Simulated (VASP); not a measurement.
Set up this calculation in VASP 6.6.1, as the native input.

```yaml
Task: relaxation of cell and atoms
Functional: PBE
Potentials_or_basis: VASP PAW PBE potentials, release 64 (Br)
Cutoff: 600 eV
k_mesh: 6 × 6 × 6
Occupations: gaussian, width 0.1 eV
Spin: no spin polarisation
Dipole_correction: no
Further_INCAR_settings: ALGO = Fast; EDIFF = 1e-06; IBRION = 2; EDIFFG = -0.01; NSW = 100; ISIF = 3
```

The structure of Br lies in POSCAR:

```
Br
1.0
    5.9630338034      0.0000000000      0.0000000000
    0.0000000000      5.9630338034      0.0000000000
    0.0000000000      0.0000000000      5.9630338034
Br
8
Direct
    0.5000000000      0.5000000000      0.5000000000
    0.0000000000      0.0000000000      0.0000000000
    0.2500000000      0.0000000000      0.5000000000
    0.5000000000      0.2500000000      0.0000000000
    0.5000000000      0.7500000000      0.0000000000
    0.7500000000      0.0000000000      0.5000000000
    0.0000000000      0.5000000000      0.7500000000
    0.0000000000      0.5000000000      0.2500000000
```

These files were run (other wordings do the same):

INCAR

```
PREC = Accurate
ENCUT = 600
EDIFF = 1E-6
ISMEAR = 0
SIGMA = 0.1
LREAL = F
LASPH = T
NELM = 100
ALGO = Fast
ISIF = 3
LWAVE = F
LCHARG = F
GGA = PE
IBRION = 2
NSW = 100
EDIFFG = -0.01
```

KPOINTS

```
regular mesh
0
Gamma
  6 6 6
```

Potentials or basis: VASP PAW PBE potentials, release 64 (Br).

Run with:

```sh
$ cat potpaw_PBE.64/Br/POTCAR > POTCAR
$ mpirun -np 1 vasp_std > vasp.out
```

It gave:

```yaml
Pressure_after_relaxing: 0.0 GPa
Band_gap_on_the_k_mesh: zero (bands 28 and 29 overlap by 0.81 eV)
```

Caveat: the relaxation stopped at its first step, so nothing moved.

Wall time 120 s on 1 thread of Oxide Virtual Turin-like Processor (shared host), peak memory 0.34 GiB.
